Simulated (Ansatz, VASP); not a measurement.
# One calculation of ZnS, two programs

Contents of INCAR:

```
  PREC = Accurate
  ENCUT = 520
  EDIFF = 1E-7
  ISMEAR = 0
  SIGMA = 0.05
  LREAL = False
  LASPH = True
  NELM = 100
  ALGO = Normal
  ISIF = 2
  LWAVE = False
  LCHARG = False
  GGA = PS
  NBANDS = 26
```

The input KPOINTS:

```
Automatic mesh
0
Gamma
  9 9 6
```

The input POSCAR:

```
ZnS
1.0
    3.8020104551      0.0000000000      0.0000000000
   -1.9010052276      3.2926376396      0.0000000000
    0.0000000000      0.0000000000      6.6329874401
Zn S
2 2
Direct
    0.3333333333      0.6666666667      0.0054424479
    0.6666666667      0.3333333333      0.5054424479
    0.3333333333      0.6666666667      0.3795575521
    0.6666666667      0.3333333333      0.8795575521
```

Input for Ansatz:

```yaml
crystal:
  lattice:
    - [3.8020104551, 0.0, 0.0]
    - [-1.9010052276, 3.2926376396, 0.0]
    - [0.0, 0.0, 6.6329874401]
  atoms:
    - { symbol: Zn, position: [0.3333333333, 0.6666666667, 0.0054424479] }
    - { symbol: Zn, position: [0.6666666667, 0.3333333333, 0.5054424479] }
    - { symbol: S, position: [0.3333333333, 0.6666666667, 0.3795575521] }
    - { symbol: S, position: [0.6666666667, 0.3333333333, 0.8795575521] }
basis:
  ecutwfc: 520.0
kpoints:
  mp_grid: { grid: [9, 9, 6] }
hamiltonian:
  xc: pbesol
  pseudopotentials: { kind: paw }
scf:
  occupations: { method: gaussian, width: 0.05 }
output:
  forces: true
  stress: true
  eigenvalues: true
```

Alike in both runs: task single point; functional PBEsol; k mesh 9 × 9 × 6; occupations gaussian, width 0.05 eV; no spin polarisation.

|  | VASP | Ansatz |
| --- | --- | --- |
| version | VASP 6.6.1 | Ansatz 0.2.0 |
| potentials or method | VASP PAW PBE potentials, release 64 (Zn, S), cutoff 520 eV | scalar-relativistic, plane waves, PAW |
| valence electrons in the cell | 36 | 36 |

```tsv
	VASP	Ansatz	Ansatz less VASP
gap on the k mesh at the Fermi level (eV)	1.66	1.66	0.000
least direct gap on the mesh (eV)	1.66	1.66	0.000
pressure (GPa)	-4.6	-4.7	-0.16
traceless stress, the component that is largest in VASP (GPa)	-4.29	-4.26	+0.031
rms of the force components (eV/Å)	0.085	0.082	-0.0030
```

VASP's potentials were made for PBE, not for PBEsol. Atom by atom the forces differ by 0.003 eV/Å (rms over components).
